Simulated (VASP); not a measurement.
Write the native input for VASP 6.6.1 that does the following.

| Item | Value |
| --- | --- |
| Task | single point |
| Functional | PBE |
| Potentials or basis | VASP PAW PBE potentials, release 64 (Ni_sv_GW, Si) |
| Cutoff | 690 eV |
| k mesh | 9 × 9 × 9 |
| Occupations | fermi-dirac, width 0.05 eV |
| Spin | collinear spin, ferromagnetic start |
| Starting moments | [1.0, 0.0, 0.0] μB |
| Hubbard terms | Ni d U = 4.0 eV |
| Dipole correction | no |
| Further INCAR settings | ALGO = Normal; EDIFF = 1e-06; NBANDS = 24 |

The structure of Si2Ni lies in POSCAR:

```
Si2Ni
1.0
    0.0000000000      2.7239424405      2.7239424405
    2.7239424405      0.0000000000      2.7239424405
    2.7239424405      2.7239424405      0.0000000000
Ni Si
1 2
Direct
    0.0000000000      0.0000000000      0.0000000000
    0.7500000000      0.7500000000      0.7500000000
    0.2500000000      0.2500000000      0.2500000000
```

One way to write it, as run:

INCAR

```
ALGO     = Normal         # electronic algorithm
EDIFF    = 1E-6           # SCF threshold, eV
ENCUT    = 690            # plane-wave cutoff, eV
GGA      = PE             # functional
GGA_COMPAT= False        
ISIF     = 2              # what is computed and relaxed
ISMEAR   = -1             # smearing method
ISPIN    = 2              # spin polarisation
LASPH    = True           # aspherical terms in the spheres
LCHARG   = True           # write CHGCAR
LDAU     = True           # DFT+U
LDAUJ    = 0 0          
LDAUL    = 2 -1           # shell
LDAUPRINT= 1            
LDAUTYPE = 2            
LDAUU    = 4 0            # U, eV
LELF     = True           # ELF
LMAXMIX  = 4              # l up to which the mixer works
LORBIT   = 11             # projections on sites
LREAL    = False          # projectors in reciprocal space
LVHAR    = True         
LWAVE    = False          # write WAVECAR
MAGMOM   = 1 0 0          # initial moments
NBANDS   = 24             # bands
NELM     = 200            # most SCF steps
PREC     = Accurate       # precision mode
SIGMA    = 0.05           # smearing width, eV
```

KPOINTS

```
k-points
0
Gamma
  9 9 9
```

Potentials or basis: VASP PAW PBE potentials, release 64 (Ni_sv_GW, Si).

Command:

```bash
$ cat potpaw_PBE.64/Ni_sv_GW/POTCAR potpaw_PBE.64/Si/POTCAR > POTCAR
$ mpirun -np 1 vasp_std > vasp.out
```

It gave:

The pressure is -0.9 GPa and the band gap on the k mesh is zero (filled and empty bands overlap). The net moment is 0.00 μB per cell. The valence electrons inside the program's atomic spheres are Ni 16.63; Si 1.58.

Caveat: the moments typed at the start vanished in this run; the U is typed as a test and isn't derived for this compound.

Wall time 80 s on 1 thread of Intel(R) Xeon(R) Platinum 8559C (Emerald Rapids) (shared host), peak memory 0.29 GiB.
